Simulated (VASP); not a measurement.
A run of VASP 6.6.1 is set up as follows.

The input INCAR:

```
ALGO = Normal
EDIFF = 1E-8
ENCUT = 520
GGA = PS
ISIF = 2
ISMEAR = -1
LASPH = T
LCHARG = F
LEFG = T
LREAL = F
LWAVE = F
NBANDS = 16
NELM = 80
PREC = Accurate
SIGMA = 0.02
```

The input KPOINTS:

```
k-points
0
Gamma
  13 13 13
```

POSCAR

```
GaN
1.0
    0.0000000000      1.9526500000      1.9925000000
    1.9526500000      0.0000000000      1.9925000000
    1.9526500000      1.9526500000      0.0000000000
Ga N
1 1
Direct
    0.5000000000      0.5000000000      0.5000000000
    0.0000000000      0.0000000000      0.0000000000
```

Potentials or basis: VASP PAW PBE potentials, release 64 (Ga_d, N).

Command:

```sh
$ cat potpaw_PBE.64/Ga_d/POTCAR potpaw_PBE.64/N/POTCAR > POTCAR
$ mpirun -np 1 vasp_std > vasp.out
```

Question: Estimate the band gap on the k mesh.

Answer: 1.96 eV, indirect (least direct gap 5.63 eV).

Question: What does it give for the pressure?

Answer: 80.5 GPa.

Stress tensor (GPa, compression positive):
```
84.50  0.00  0.00
 0.00 84.50  0.00
 0.00  0.00 72.45
```

Caveat: the cell differs from its parent crystal (equal xx and yy strain of -2 %); without QUAD_EFG the Cq values of the log hold for a quadrupole moment of 1 mb, not for the nuclei; the PAW data sets were made with another functional, which shifts forces and pressure a little. A k mesh can miss the band edges.
